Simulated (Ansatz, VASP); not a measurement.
## Two plane-wave programs on SiC

```
Si C
1.0
     0.00000    2.17400    2.17400
     2.17400    0.00000    2.17400
     2.17400    2.17400    0.00000
Si C
1 1
Direct
  0.00000 0.00000 0.00000
  0.75000 0.75000 0.75000
```

Alike in both runs: task single point; functional r2SCAN; dispersion D4; k mesh 10 × 10 × 10; occupations gaussian, width 0.05 eV; no spin polarisation.

```csv
,VASP,Ansatz
version,VASP 6.6.1,Ansatz 0.2.0
potentials or method,"VASP PAW PBE potentials, release 64 (Si, C), cutoff 520 eV","scalar-relativistic, plane waves, PAW"
valence electrons in the cell,8,8
```

Ansatz gave:

| Item | Value |
| --- | --- |
| gap on the k mesh at the Fermi level (eV) | 1.71 |
| least direct gap on the mesh (eV) | 5.05 |
| pressure (GPa) | -0.2 |

Task: What did VASP give for the same quantities?

Result: gap on the k mesh at the Fermi level (eV): 1.72; least direct gap on the mesh (eV): 5.07; pressure (GPa): -0.4.

VASP's potentials were made for PBE, not for r2SCAN.
